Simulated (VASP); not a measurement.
Set up this calculation in VASP 6.6.1, as the native input.

- Task: single point
- Functional: PBE
- Potentials or basis: VASP PAW PBE potentials, release 64 (Sr_sv, C)
- Cutoff: 520 eV
- k mesh: 15 × 15 × 15
- Occupations: gaussian, width 0.1 eV
- Spin: no spin polarisation
- Dipole correction: no
- Further INCAR settings: ALGO = Normal; EDIFF = 1e-06; NBANDS = 19

The structure of Sr2C lies in POSCAR:

```
Sr2C
1.0
    2.0802036600      1.2010061431      6.5804446970
   -2.0802036600      1.2010061431      6.5804446970
    0.0000000000     -2.4020122861      6.5804446970
Sr C
2 1
Direct
    0.2668673627      0.2668673627      0.2668673627
    0.7331326373      0.7331326373      0.7331326373
    0.0000000000      0.0000000000      0.0000000000
```

These files were run (other wordings do the same):

INCAR

```
PREC = Accurate
ENCUT = 520
EDIFF = 1E-6
ISMEAR = 0
SIGMA = 0.1
LREAL = F
LASPH = T
NELM = 80
ALGO = Normal
ISIF = 2
LWAVE = F
LCHARG = F
GGA = PE
NBANDS = 19
```

KPOINTS

```
Automatic mesh
0
Gamma
  15 15 15
```

Potentials or basis: VASP PAW PBE potentials, release 64 (Sr_sv, C).

The run is started by

```console
$ cat potpaw_PBE.64/Sr_sv/POTCAR potpaw_PBE.64/C/POTCAR > POTCAR
$ mpirun -np 1 vasp_std > vasp.out
```

It gave:

```
Pressure               : 0.2 GPa
Largest force          : 0.034 eV/Å
Band gap on the k mesh : zero (band 12 reaches 1.65 eV, above the bottom of band 13 at 1.36 eV)
```

It took 29 min on 1 thread of Intel(R) Xeon(R) Platinum 8488C (Sapphire Rapids), on a shared host, peak memory 0.84 GiB.
